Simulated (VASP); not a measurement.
Runs of VASP 6.6.1 on Ge. The structure is that of space group Fd-3m (No. 227), or close to it. The cells are those of the table. 

```tsv
cell	gap on the mesh (eV)	pressure (GPa)
a = 4.013 Å, angles 60.0°, 2 atoms	0.32	(a)
a = 3.597 Å, angles 60.0°, 2 atoms	0.17	(b)
a = 3.075 Å, angles 60.0°, 2 atoms	none	342.2
a = 3.931 Å, angles 60.0°, 2 atoms	(c)	5.2
a = 3.846 Å, angles 60.0°, 2 atoms	0.59	12.4
a = 3.288 Å, angles 60.0°, 2 atoms	none	163.3
a = 3.725 Å, angles 60.0°, 2 atoms	0.41	26.9
a = 3.458 Å, angles 60.0°, 2 atoms	none	87.6
```

Alike in all rows: task single point; level r2SCAN; potentials or basis VASP PAW PBE potentials, release 64 (Ge_d); no spin polarisation; k mesh 12 × 12 × 12; cutoff (eV) 520; smearing fermi-dirac 0.08 eV.

Question: Fill in the values left out.

Answer: (a) 0.1; (b) 50.0; (c) 0.62.

Caveats: the PAW data sets were made with another functional, which shifts forces and pressure a little; the cell stands under pressure (at least some runs); semilocal functionals underestimate gaps, and a narrow one can read as zero (at least some runs).

A k mesh can miss the band edges, and the runs leave out spin-orbit coupling on Ge.

A gap of «none» marks levels without a gap at the run's occupations.
